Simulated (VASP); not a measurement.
# GaN (P6_3mc) in VASP: single point with r2SCAN

Aim: the single point of GaN with r2SCAN.

Everything below comes from runs of VASP 6.6.1. Logs are shortened: lines on timing, memory, paths and dates and some standing lists are left out, and cuts for length are marked.

**1. The cell of the first run**

Symmetry: P6_3mc, No. 186, hexagonal system. The conventional cell has a = 3.183 Å, b = 3.183 Å, c = 5.184 Å, α = 90.00°, β = 90.00°, γ = 120.00°. Ga (site symmetry 3m) has 4 N at 1.95 Å within 2.6 Å. Within 2.6 Å of N (site symmetry 3m) lie 4 Ga at 1.95 Å.

**2. Single point, r2SCAN**

Input file POSCAR:

```
GaN
1.0
    3.1831031171      0.0000000000      0.0000000000
   -1.5915515585      2.7566481623      0.0000000000
    0.0000000000      0.0000000000      5.1835998530
Ga N
2 2
Direct
    0.3333333333      0.6666666667     -0.0008900749
    0.6666666667      0.3333333333      0.4991099251
    0.3333333333      0.6666666667      0.3758900749
    0.6666666667      0.3333333333      0.8758900749
```

Input file INCAR.step1:

```
  ALGO = Normal
  EDIFF = 1E-4
  ENCUT = 520
  GGA = PE
  ISMEAR = -1
  LASPH = T
  LCHARG = F
  LREAL = F
  LWAVE = T
  NBANDS = 26
  NELM = 80
  PREC = Accurate
  SIGMA = 0.05
```

Input file INCAR.step2:

```
  ALGO = Normal
  EDIFF = 1E-7
  ENCUT = 520
  ISIF = 2
  ISMEAR = -1
  ISTART = 1
  LASPH = T
  LCHARG = T
  LELF = T
  LMIXTAU = T
  LREAL = F
  LVHAR = T
  LWAVE = F
  METAGGA = R2SCAN
  NBANDS = 26
  NELM = 80
  PREC = Accurate
  SIGMA = 0.05
```

Input file KPOINTS:

```
k-points
0
Gamma
  14 14 8
```

Potentials or basis: VASP PAW PBE potentials, release 64 (Ga_d, N).

Launch:

```
> cat potpaw_PBE.64/Ga_d/POTCAR potpaw_PBE.64/N/POTCAR > POTCAR
> cp INCAR.step1 INCAR
> mpirun -np 1 vasp_std > vasp.out
> cp INCAR.step2 INCAR
> mpirun -np 1 vasp_std > vasp.out
```

OUTCAR:

```text
EDIFF = 1E-7
   ENCUT = 520
   ISIF = 2
   ISMEAR = -1
   ISTART = 1
   LASPH = T
   LREAL = F
   METAGGA = R2SCAN
   NELM = 80
   PREC = Accurate

 ion  position               nearest neighbor table
   1  0.333  0.667  0.999-   4 1.95   4 1.95   4 1.95   3 1.95
   2  0.667  0.333  0.499-   3 1.95   3 1.95   3 1.95   4 1.95
   3  0.333  0.667  0.376-   2 1.95   2 1.95   2 1.95   1 1.95
   4  0.667  0.333  0.876-   1 1.95   1 1.95   1 1.95   2 1.95

  LATTYP: Found a hexagonal cell.
 ALAT       =     3.1831031171
 C/A-ratio  =     1.6284737447

  Lattice vectors:

 A1 = (   3.1831031171,   0.0000000000,   0.0000000000)
 A2 = (  -1.5915515585,   2.7566481623,   0.0000000000)
 A3 = (   0.0000000000,   0.0000000000,   5.1835998530)

Analysis of symmetry for initial positions (statically):
=====================================================================
 Subroutine PRICEL returns:
 Original cell was already a primitive cell.

 Routine SETGRP: Setting up the symmetry group for a
 hexagonal supercell.

 Subroutine GETGRP returns: Found 12 space group operations
 (whereof  6 operations were pure point group operations)
 out of a pool of 24 trial point group operations.

The static configuration has the point symmetry C_3v.
 The point group associated with its full space group is C_6v.

Analysis of symmetry for dynamics (positions and initial velocities):
=====================================================================
 Subroutine PRICEL returns:
 Original cell was already a primitive cell.

 Routine SETGRP: Setting up the symmetry group for a
 hexagonal supercell.

 Subroutine GETGRP returns: Found 12 space group operations
 (whereof  6 operations were pure point group operations)
 out of a pool of 24 trial point group operations.

The dynamic configuration has the point symmetry C_3v.
 The point group associated with its full space group is C_6v.

 Subroutine INISYM returns: Found 12 space group operations
 (whereof  6 operations are pure point group operations),
 and found     1 'primitive' translations

----------------------------------------------------------------------------------------

                                     Primitive cell

  volume of cell :      45.4845

  direct lattice vectors                    reciprocal lattice vectors
     3.183103117  0.000000000  0.000000000     0.314158845  0.181379694  0.000000000
    -1.591551558  2.756648162  0.000000000     0.000000000  0.362759388  0.000000000
     0.000000000  0.000000000  5.183599853     0.000000000  0.000000000  0.192916126

  length of vectors
     3.183103117  3.183103117  5.183599853     0.362759388  0.362759388  0.192916126

  position of ions in fractional coordinates (direct lattice)
     0.333333333  0.666666667  0.999109925
     0.666666667  0.333333333  0.499109925
     0.333333333  0.666666667  0.375890075
     0.666666667  0.333333333  0.875890075

  ion indices of the primitive-cell ions
   primitive index   ion index
                 1           1
                 2           2
                 3           3
                 4           4

----------------------------------------------------------------------------------------

 KPOINTS: k-points

Automatic generation of k-mesh.
 Grid dimensions read from file:
 generate k-points for:   14   14    8

 Generating k-lattice:

  Cartesian coordinates                     Fractional coordinates (reciprocal lattice)
     0.022439918  0.012955692  0.000000000     0.071428571  0.000000000  0.000000000
     0.000000000  0.025911385  0.000000000     0.000000000  0.071428571  0.000000000
     0.000000000  0.000000000  0.024114516     0.000000000  0.000000000  0.125000000

  Length of vectors
     0.025911385  0.025911385  0.024114516

  Shift w.r.t. Gamma in fractional coordinates (k-lattice)
     0.000000000  0.000000000  0.000000000

 Subroutine IBZKPT returns following result:
 ===========================================

 Found    120 irreducible k-points:

 Following reciprocal coordinates:
            Coordinates               Weight
  0.000000  0.000000  0.000000      1.000000
  0.071429  0.000000  0.000000      6.000000
  0.142857  0.000000  0.000000      6.000000
  0.214286 -0.000000  0.000000      6.000000
  0.285714  0.000000  0.000000      6.000000
  0.357143  0.000000  0.000000      6.000000
[... 16 lines left out ...]
  0.285714  0.285714  0.000000      6.000000
  0.357143  0.285714  0.000000      6.000000
 [... further k-points ...]
   k-points           NKPTS =    120   k-points in BZ     NKDIM =    120   number of bands    NBANDS=     26
   number of dos      NEDOS =    301   number of ions     NIONS =      4
   total plane-waves  NPLWV =  23040
   dimension x,y,z NGX =    24 NGY =   24 NGZ =   40
   dimension x,y,z NGXF=    48 NGYF=   48 NGZF=   80
   ions per type =               2   2
   NGX,Y,Z   is equivalent  to a cutoff of  12.53, 12.53, 12.83 a.u.
   NGXF,Y,Z  is equivalent  to a cutoff of  25.07, 25.07, 25.66 a.u.
 SYSTEM =  unknown system
   PREC   = accura    normal or accurate (medium, high low for compatibility)
   ISTART =      1    job   : 0-new  1-cont  2-samecut
   ICHARG =      0    charge: 1-file 2-atom 10-const
   ISPIN  =      1    spin polarized calculation?
   LNONCOLLINEAR =      F non collinear calculations
   LSORBIT =      F    spin-orbit coupling
   LASPH  =      T    aspherical Exc in radial PAW
   ENCUT  =  520.0 eV  38.22 Ry    6.18 a.u.   5.92  5.92  9.64*2*pi/ulx,y,z
   NELM   =     80;   NELMIN=  2; NELMDL=  0     # of ELM steps
   EDIFF  = 0.1E-06   stopping-criterion for ELM
   LREAL  =      F    real-space projection
   EDIFFG = 0.1E-05   stopping-criterion for IOM
   NSW    =      0    number of steps for IOM
   IBRION =     -1    ionic relax: 0-MD 1-quasi-New 2-CG
   NFREE  =      0    steps in history (QN), initial steepest desc. (CG)
   ISIF   =      2    stress and relaxation
   ISYM   =      2    0-nonsym 1-usesym 2-fastsym
   POTIM  = 0.5000    time-step for ionic-motion
   TEBEG  =    0.0;   TEEND  =   0.0 temperature during run
   PSTRESS=    0.0 pullay stress
   NELECT =      36.0000    total number of electrons
   NUPDOWN=      -1.0000    fix difference up-down
   EMIN   =  10.00;   EMAX   =-10.00  energy-range for DOS
   EFERMI =   0.00;   METHOD = LEGACY
   ISMEAR =    -1;   SIGMA  =   0.05  broadening in eV -4-tet -1-fermi 0-gaus
   EFERMI_NEDOS =   21; number of points for ismear=-14 and -15
   IALGO  =     38    algorithm
   IMIX   =      4    mixing-type and parameters
     AMIX     =   0.40;   BMIX     =  1.00
     AMIX_MAG =   1.60;   BMIX_MAG =  1.00
  volume/ion in A,a.u.               =      11.37        76.74
  Fermi-wavevector in a.u.,A,eV,Ry     =   1.514332  2.861673 31.200908  2.293202
  Thomas-Fermi vector in A             =   2.624004
   LORBIT       =      0    0 simple, 1 ext, 2 COOP (PROOUT), +10 PAW based schemes
   METAGGA = R2SCAN    functional components
   LHFCALC =     F    Hartree Fock is set to
   AEXX    =    0.0000 exact exchange contribution
   IVDW    =     0    specifies the selected vdW correction
   LEPSILON=     F    determine dielectric tensor
   LRPA    =     F    only Hartree local field effects (RPA)
 non-spin polarized calculation
  energy-cutoff  :      520.00
  volume of cell :       45.48
 maximum number of plane-waves:      1244
 NGX is ok and might be reduce to    24
   NGX = 11   NGY = 11   NGZ = 19

 number of electron      35.9999993 magnetization

 Free energy of the ion-electron system (eV)
  ---------------------------------------------------
  ext. energy  EPLUGINS =         0.00000000
  ---------------------------------------------------
  free energy    TOTEN  =       -43.82091019 eV

  energy without entropy =      -43.82091019  energy(sigma->0) =      -43.82091019

 E-fermi :   6.0744     XC(G=0): -12.6638

 val. band max:        5.1015776198   @ k =   0.0000   0.0000   0.0000
 cond. band min:       7.4453509495   @ k =   0.0000   0.0000   0.0000
 fundamental gap:      2.3437733297
 Fermi energy:         6.0744233577

 k-point     1 :       0.0000    0.0000    0.0000
  band No.  band energies     occupation
      1     -11.7108      2.00000
      2     -10.7044      2.00000
      3      -8.7270      2.00000
      4      -8.7112      2.00000
      5      -8.7112      2.00000
      6      -8.6426      2.00000
[... 18 lines left out ...]
     25      17.5893      0.00000
     26      17.5893      0.00000

 k-point     2 :       0.0714    0.0000    0.0000
  band No.  band energies     occupation
      1     -11.6595      2.00000
      2     -10.6891      2.00000
      3      -8.7228      2.00000
      4      -8.7033      2.00000
      5      -8.6935      2.00000
      6      -8.6365      2.00000
[... 18 lines left out ...]
     25      17.3043      0.00000
     26      17.7135      0.00000

 k-point     3 :       0.1429    0.0000    0.0000
  band No.  band energies     occupation
      1     -11.5151      2.00000
      2     -10.6492      2.00000
      3      -8.7038      2.00000
      4      -8.6828      2.00000
      5      -8.6460      2.00000
      6      -8.6128      2.00000
[... 18 lines left out ...]
     25      17.1818      0.00000
     26      18.0194      0.00000

 k-point     4 :       0.2143   -0.0000    0.0000
  band No.  band energies     occupation
      1     -11.3064      2.00000
      2     -10.5985      2.00000
      3      -8.6786      2.00000
      4      -8.6580      2.00000
      5      -8.5947      2.00000
      6      -8.5595      2.00000
[... 18 lines left out ...]
     25      17.3267      0.00000
     26      18.4136      0.00000
[... 496 lines left out ...]
      1     -10.6389      2.00000
      2     -10.5138      2.00000
      3      -8.6854      2.00000
      4      -8.5604      2.00000
      5      -8.4704      2.00000
      6      -8.4672      2.00000
[... 18 lines left out ...]
     25      18.1071      0.00000
     26      19.0778      0.00000

 k-point    23 :       0.2857    0.2857    0.0000
  band No.  band energies     occupation
      1     -10.6244      2.00000
      2     -10.5187      2.00000
      3      -8.6922      2.00000
      4      -8.5305      2.00000
      5      -8.4817      2.00000
      6      -8.4709      2.00000
[... 18 lines left out ...]
     25      17.5887      0.00000
     26      19.2931      0.00000

 k-point    24 :       0.3571    0.2857    0.0000
  band No.  band energies     occupation
      1     -10.5822      2.00000
      2     -10.5345      2.00000
      3      -8.6971      2.00000
      4      -8.5147      2.00000
      5      -8.4742      2.00000
      6      -8.4679      2.00000
[... 18 lines left out ...]
     25      18.3547      0.00000
     26      18.6306      0.00000

 [... further k-points ...]

------------------------ aborting loop because EDIFF is reached ----------------------------------------

  FORCE on cell =-STRESS in cart. coord.  units (eV):
  Direction    XX          YY          ZZ          XY          YZ          ZX
  --------------------------------------------------------------------------------------
  -------------------------------------------------------------------------------------
  Total        0.3226784      0.3226784      0.2864172      0.0000000      0.0000000      0.0000000
  in kB       11.3662441     11.3662441     10.0889560      0.0000000      0.0000000      0.0000000
  external PRESSURE =      10.9404814 kB  Pullay stress =       0.0000000 kB

 VOLUME and BASIS-vectors are now :
 -----------------------------------------------------------------------------
  energy-cutoff  :      520.00
  volume of cell :       45.48
      direct lattice vectors                 reciprocal lattice vectors
     3.183103117  0.000000000  0.000000000     0.314158845  0.181379694  0.000000000
    -1.591551558  2.756648162  0.000000000     0.000000000  0.362759388  0.000000000
     0.000000000  0.000000000  5.183599853     0.000000000  0.000000000  0.192916126

 POSITION                                       TOTAL-FORCE (eV/Angst)
 -----------------------------------------------------------------------------------
     -0.00000      1.83777      5.17899        -0.000000      0.000000      0.005322
      1.59155      0.91888      2.58719         0.000000      0.000000      0.005322
     -0.00000      1.83777      1.94846         0.000000     -0.000000     -0.005322
      1.59155      0.91888      4.54026         0.000000      0.000000     -0.005322
 -----------------------------------------------------------------------------------
    total drift:                                0.000002      0.000004      0.034471

  FREE ENERGIE OF THE ION-ELECTRON SYSTEM (eV)
  ---------------------------------------------------
  free  energy   TOTEN  =       -43.8209101925 eV

  energy  without entropy=      -43.8209101924  energy(sigma->0) =      -43.82091019
```

It took 12 min on 1 thread of Intel Xeon 8259CL, shared host; peak memory 0.26 GiB.

Results:

```yaml
Free_energy: -43.8209 eV
Pressure: 1.1 GPa
Largest_force: 0.005 eV/Å
Band_gap_on_the_k_mesh: 2.34 eV
```

Forces on the atoms (eV/Å):
```
Ga   0.000  0.000  0.005
Ga   0.000  0.000  0.005
N    0.000  0.000 -0.005
N    0.000  0.000 -0.005
```

Stress tensor (GPa, compression positive):
```
1.14 0.00 0.00
0.00 1.14 0.00
0.00 0.00 1.01
```

Levels at points of the mesh, in eV from the valence-band top:
| k point | band 16 | band 17 | band 18 | band 19 | band 20 | band 21 |
| --- | --- | --- | --- | --- | --- | --- |
| (0.00, 0.00, 0.00) | -0.04 | 0.00 | 0.00 | 2.34 | 4.81 | 9.96 |
| (0.50, 0.00, 0.00) | -2.84 | -2.24 | -1.03 | 5.58 | 6.12 | 6.55 |
| (0.00, 0.00, 0.50) | -0.55 | -0.55 | -0.55 | 4.77 | 4.77 | 9.18 |
| (0.50, 0.00, 0.50) | -2.01 | -1.95 | -1.95 | 4.89 | 4.89 | 8.42 |

Caveat: the PAW data sets were made with another functional, which shifts forces and pressure a little. A k mesh can miss the band edges.
